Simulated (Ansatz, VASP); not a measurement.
## Two plane-wave programs on Ti2O

```
Ti O
1.0
     2.94328    0.02011   -0.04661
    -1.45422    2.53338    0.03888
    -0.07524    0.02903    4.70725
Ti O
2 1
Direct
  0.67555 0.33483 0.28285
  0.32495 0.66150 0.71020
  0.00146 0.98410 0.99723
```

Change from the starting cell: kmesh displaced: [6, 6, 4] Gamma-centred.

Alike in both runs: task single point; functional r2SCAN; k mesh 6 × 6 × 4; occupations gaussian, width 0.1 eV; no spin polarisation.

|  | VASP | Ansatz |
| --- | --- | --- |
| version | VASP 6.6.1 | Ansatz 0.2.0 |
| potentials or method | VASP PAW PBE potentials, release 64 (Ti_sv, O), cutoff 660 eV | scalar-relativistic, plane waves, PAW |
| valence electrons in the cell | 30 | 30 |

|  | VASP | Ansatz | Ansatz less VASP |
| --- | --- | --- | --- |
| gap on the k mesh at the Fermi level (eV) | none | none | - |
| pressure (GPa) | 7.7 | 6.9 | -0.85 |
| traceless stress, the component that is largest in VASP (GPa) | 9.22 | 9.15 | -0.074 |
| rms of the force components (eV/Å) | 0.919 | 0.928 | +0.0092 |

VASP's potentials were made for PBE, not for r2SCAN. Atom by atom the forces differ by 0.011 eV/Å (rms over components). A gap of «none» marks a metal or a gap that the smearing closes.

The k mesh is coarse, so the values compare programs but aren't converged.
